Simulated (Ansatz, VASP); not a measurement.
# Ba: VASP beside Ansatz

```
Ba
1.0
     3.89146   -2.23732    0.01530
     3.89146    2.23732    0.01530
    -2.71462    0.00000   14.67895
Ba
4
Direct
  0.20775 0.20775 0.12510
  0.79225 0.79225 0.87490
  0.37675 0.37675 0.62477
  0.62325 0.62325 0.37523
```

Alike in both runs: functional PBE; k mesh 12 × 12 × 4; occupations gaussian, width 0.1 eV; no spin polarisation.

Ansatz relaxed the structure, and its values are those at the end. VASP's run is a single point on that final structure, the one shown.

```csv
,VASP,Ansatz
version,VASP 6.6.1,Ansatz 0.2.0
potentials or method,"VASP PAW PBE potentials, release 64 (Ba_sv), cutoff 520 eV","scalar-relativistic, plane waves, PAW"
valence electrons in the cell,40,40
```

|  | VASP | Ansatz | Ansatz less VASP |
| --- | --- | --- | --- |
| gap on the k mesh at the Fermi level (eV) | none | none | - |
| pressure (GPa) | 0.0 | 0.0 | -0.05 |

A gap of «none» marks a metal or a gap that the smearing closes.

Neither program's run includes spin-orbit coupling.
